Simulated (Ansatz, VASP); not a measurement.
Two plane-wave programs on BeTe

The input POSCAR:

```
BeTe
1.0
    0.0000000000      2.8094567700      2.8094567700
    2.8094567700      0.0000000000      2.8094567700
    2.8094567700      2.8094567700      0.0000000000
Be Te
1 1
Direct
    0.0000000000      0.0000000000      0.0000000000
    0.2500000000      0.2500000000      0.2500000000
```

The input INCAR.step1:

```
SYSTEM = BeTe
PREC = Accurate
ENCUT = 520
ISMEAR = -1
SIGMA = 0.02
LREAL = .False.
LASPH = .True.
NELM = 60
GGA = PE
ALGO = Normal
EDIFF = 1E-4
LWAVE = .True.
LCHARG = .False.
```

INCAR.step2

```
SYSTEM = BeTe
PREC = Accurate
ENCUT = 520
EDIFF = 1E-7
ISMEAR = -1
SIGMA = 0.02
LREAL = .False.
LASPH = .True.
NELM = 60
ALGO = Normal
ISIF = 2
LWAVE = .False.
LCHARG = .False.
METAGGA = R2SCAN
LMIXTAU = .True.
IBRION = 2
NSW = 50
EDIFFG = -0.01
ISTART = 1
```

KPOINTS

```
Automatic mesh
0
Gamma
  8 8 8
  0 0 0
```

Input for Ansatz:

```yaml
crystal:
  lattice:
    - [0.0, 2.80945677, 2.80945677]
    - [2.80945677, 0.0, 2.80945677]
    - [2.80945677, 2.80945677, 0.0]
  atoms:
    - { symbol: Be, position: [0.0, 0.0, 0.0] }
    - { symbol: Te, position: [0.25, 0.25, 0.25] }
  symmetry: { tolerance: 0.0003 }
hamiltonian:
  xc: r2scan
  pseudopotentials: { kind: paw, azcp: { folder: soft_1 } }
basis:
  ecutwfc: 500
magnetization:
  spin_polarized: false
scf:
  occupations: { method: fermi_dirac, width: 0.02 }
kpoints:
  mp_grid: { grid: [8, 8, 8], shift: [0, 0, 0] }
  band_path:
    path:
      - [0.0, 0.0, 0.0]
      - [-0.5, -0.5, 0.0]
      - [-0.375, -0.375, 0.25]
      - [-0.375, 0.0, 0.375]
      - [0.0, 0.0, 0.0]
      - [0.0, 0.0, 0.5]
      - [-0.5, -0.25, 0.25]
      - [-0.5, -0.5, 0.0]
    npoints: 10
output:
  forces: true
  stress: true
  eigenvalues: true
  write_potential: true
  elf: true
  volumetric_format: npy
  dos: { e_range: [-12, 8], de: 0.05 }
relax:
  max_steps: 30
```

Alike in both runs: task relaxation of the atoms; functional r2SCAN; k mesh 8 × 8 × 8; occupations fermi-dirac, width 0.02 eV; no spin polarisation.

```csv
,VASP,Ansatz
version,VASP 6.6.1,Ansatz 0.2.0
potentials or method,"VASP PAW PBE potentials, release 64 (Be, Te), cutoff 520 eV",PAW plane waves
valence electrons in the cell,8,18
```

|  | VASP | Ansatz | Ansatz less VASP |
| --- | --- | --- | --- |
| gap on the k mesh at the Fermi level, each at its own relaxed structure (eV) | 2.32 | 2.33 | +0.010 |

VASP's potentials were made for PBE, not for r2SCAN. VASP's potentials hold 8 valence electrons a cell and Ansatz's 18, so a difference there can come from the potentials and not from the codes. Ansatz's warnings: stress scf threshold loose.

Neither program's run includes spin-orbit coupling. Noted on VASP's run: the relaxation stopped at its first step, so nothing moved.
